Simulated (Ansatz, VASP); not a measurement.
Pt2C in VASP and in Ansatz

INCAR

```
SYSTEM = Pt2C
PREC     = Accurate       ! precision mode
ENCUT    = 520            ! plane-wave cutoff, eV
EDIFF    = 1E-6           ! SCF threshold, eV
ISMEAR   = 0              ! smearing method
SIGMA    = 0.1            ! smearing width, eV
LREAL    = .FALSE.        ! projectors in reciprocal space
LASPH    = .TRUE.         ! aspherical terms in the spheres
NELM     = 100            ! most SCF steps
ALGO     = Normal         ! electronic algorithm
ISIF     = 2              ! what is computed and relaxed
LWAVE    = .FALSE.        ! write WAVECAR
LCHARG   = .TRUE.         ! write CHGCAR
GGA      = PE             ! functional
LELF     = .TRUE.         ! ELF
LVHAR    = .TRUE.       
NBANDS   = 19             ! bands
```

File KPOINTS:

```
regular mesh
0
G
  8 8 8
  0 0 0
```

The input POSCAR:

```
Pt2C
1.0
   -1.5514155694      1.5514155694      3.8058163187
    1.5514155694     -1.5514155694      3.8058163187
    1.5514155694      1.5514155694     -3.8058163187
Pt C
2 1
Direct
    0.6650000000      0.6650000000      0.0000000000
    0.3350000000      0.3350000000      0.0000000000
    0.0000000000      0.0000000000      0.0000000000
```

Input for Ansatz:

```yaml
crystal:
  lattice:
    - [-1.5514155694, 1.5514155694, 3.8058163187]
    - [1.5514155694, -1.5514155694, 3.8058163187]
    - [1.5514155694, 1.5514155694, -3.8058163187]
  atoms:
    - { symbol: Pt, position: [0.665, 0.665, 0.0] }
    - { symbol: Pt, position: [0.335, 0.335, 0.0] }
    - { symbol: C, position: [0.0, 0.0, 0.0] }
basis:
  ecutwfc: 420
kpoints:
  mp_grid: { grid: [8, 8, 8] }
hamiltonian:
  xc: pbe
scf:
  occupations: { method: gaussian, width: 0.1 }
  lower_state_search: "off"
output:
  forces: true
  stress: true
  eigenvalues: true
```

Alike in both runs: task single point; functional PBE; k mesh 8 × 8 × 8; occupations gaussian, width 0.1 eV; no spin polarisation.

|  | VASP | Ansatz |
| --- | --- | --- |
| version | VASP 6.6.1 | Ansatz 0.2.0 |
| potentials or method | VASP PAW PBE potentials, release 64 (Pt, C), cutoff 520 eV | scalar-relativistic, plane waves, PAW |
| valence electrons in the cell | 24 | 40 |

|  | VASP | Ansatz | Ansatz less VASP |
| --- | --- | --- | --- |
| gap on the k mesh at the Fermi level (eV) | none | none | - |
| pressure (GPa) | 27.9 | 28.3 | +0.46 |
| traceless stress, the component that is largest in VASP (GPa) | 9.80 | 9.94 | +0.139 |
| rms of the force components (eV/Å) | 0.693 | 0.696 | +0.0036 |

Atom by atom the forces differ by 0.004 eV/Å (rms over components). A gap of «none» marks a metal or a gap that the smearing closes. VASP's potentials hold 24 valence electrons a cell and Ansatz's 40, so a difference there can come from the potentials and not from the codes.

Neither program's run includes spin-orbit coupling.
